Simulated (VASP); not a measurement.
Ta: relaxation of cell and atoms with LDA

Ta:

```
CELL_PARAMETERS angstrom
-1.65500 1.65500 1.65500
1.65500 -1.65500 1.65500
1.65500 1.65500 -1.65500
ATOMIC_POSITIONS crystal
Ta 0.00000 0.00000 0.00000
```

* Program: VASP 6.6.1
* Task: relaxation of cell and atoms
* Functional: LDA
* Potentials or basis: VASP PAW LDA potentials, release 64 (Ta_sv_GW)
* Cutoff: 500 eV
* k mesh: 16 × 16 × 16
* Occupations: gaussian, width 0.1 eV
* Spin: no spin polarisation
* Dipole correction: no
* Second run: valence_matched
* Further INCAR settings: ALGO = Normal; EDIFF = 1e-07; IBRION = 2; EDIFFG = -0.005; NSW = 80; ISIF = 3

```json
{
 "Relaxed volume": "17.18 Å³/atom",
 "Relaxed cell": "a = 2.815 Å, b = 2.815 Å, c = 2.815 Å, α = 109.47°, β = 109.47°, γ = 109.47°",
 "Space group after relaxing (to 0.05 Å)": "Im-3m (No. 229)",
 "Energy gained by relaxing": "33.4 meV/atom",
 "Ionic steps": "7",
 "Pressure after relaxing": "0.0 GPa"
}
```

Step by step:
| step | energy change (eV) | largest force (eV/Å) | pressure (GPa) | volume (Å³) |
| --- | --- | --- | --- | --- |
| 1 | 0.0000 | 0.0000 | -10.72 | 18.13 |
| 2 | 0.1698 | 0.0000 | 35.20 | 15.13 |
| 3 | -0.0333 | 0.0000 | -0.55 | 17.22 |
| 4 | -0.0334 | 0.0000 | -0.07 | 17.18 |
| 5 | -0.0334 | 0.0000 | 0.17 | 17.16 |
| 6 | -0.0334 | 0.0000 | -0.32 | 17.20 |
| 7 | -0.0334 | 0.0000 | 0.00 | 17.18 |

Final structure:
```xyz
1
Lattice="-1.6254 1.6254 1.6254 1.6254 -1.6254 1.6254 1.6254 1.6254 -1.6254" Properties=species:S:1:pos:R:3 pbc="T T T"
Ta    0.0000    0.0000    0.0000
```

Levels at points of the mesh, in eV from the Fermi level:
```csv
k point,band 3,band 4,band 5,band 6,band 7,band 8,band 9,band 10
"(0.00, 0.00, 0.00)",-32.72,-32.72,-8.00,0.67,0.67,0.67,4.10,4.10
"(0.50, 0.00, 0.00)",-33.16,-32.73,-4.58,-1.72,1.99,4.01,5.08,8.23
"(0.50, 0.50, 0.50)",-33.68,-33.68,-4.10,-4.10,7.18,7.18,7.18,9.15
```

Wall time 91 s on 1 thread of Intel(R) Xeon(R) Platinum 8488C (Sapphire Rapids) (shared host), peak memory 0.16 GiB.

Caveat: spin-orbit coupling is left out, which moves the levels of the heavy elements.
